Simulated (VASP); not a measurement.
Set up this calculation in VASP 6.6.1, as the native input.

| Property | Result |
| --- | --- |
| Task | single point |
| Functional | PBE |
| Dispersion | D3(BJ) |
| Potentials or basis | VASP PAW PBE potentials, release 64 (N, Si, Mo_sv) |
| Cutoff | 520 eV |
| k mesh | 18 × 18 × 1 |
| Occupations | gaussian, width 0.03 eV |
| Spin | no spin polarisation |
| Dipole correction | yes |
| Further INCAR settings | ALGO = Normal; EDIFF = 1e-06; NBANDS = 30; NELMDL = -8 |

The structure of Si2MoN4 lies in POSCAR:

```
Si2MoN4
1.0
    2.8939870007      0.0000000000      0.0000000000
   -1.4469935004      2.5062662609      0.0000000000
    0.0000000000      0.0000000000     37.8000000028
N Si Mo
4 2 1
Direct
    0.3333333333      0.6666666667      0.1853470982
    0.6666666667      0.3333333333      0.2448895117
    0.6666666667      0.3333333333      0.3106660439
    0.3333333333      0.6666666667      0.3702084573
    0.6666666667      0.3333333333      0.1988565556
    0.6666666667      0.3333333333      0.3566989999
    0.0000000000      0.0000000000      0.2777777778
```

The input as run:

INCAR

```
SYSTEM = Si2MoN4
PREC = Accurate
ENCUT = 520
EDIFF = 1E-6
ISMEAR = 0
SIGMA = 0.03
LREAL = .False.
LASPH = .True.
NELM = 120
ALGO = Normal
ISIF = 2
LWAVE = .False.
LCHARG = .False.
LDIPOL = .True.
IDIPOL = 3
DIPOL = 0.5 0.5 0.278
GGA = PE
IVDW = 12
NBANDS = 30
GGA_COMPAT = .False.
NELMDL = -8
```

KPOINTS

```
regular mesh
0
Gamma
  18 18 1
  0 0 0
```

Potentials or basis: VASP PAW PBE potentials, release 64 (N, Si, Mo_sv).

Run with:

```sh
$ cat potpaw_PBE.64/N/POTCAR potpaw_PBE.64/Si/POTCAR potpaw_PBE.64/Mo_sv/POTCAR > POTCAR
$ mpirun -np 1 vasp_std > vasp.out
```

It gave:

The largest force is 0.038 eV/Å. The band gap on the k mesh is 1.78 eV (least direct gap 2.10 eV) and the dispersion energy per atom is -0.264 eV.

Run time: 9 min on 1 thread of Oxide Virtual Turin-like Processor (shared host), peak memory 0.55 GiB.
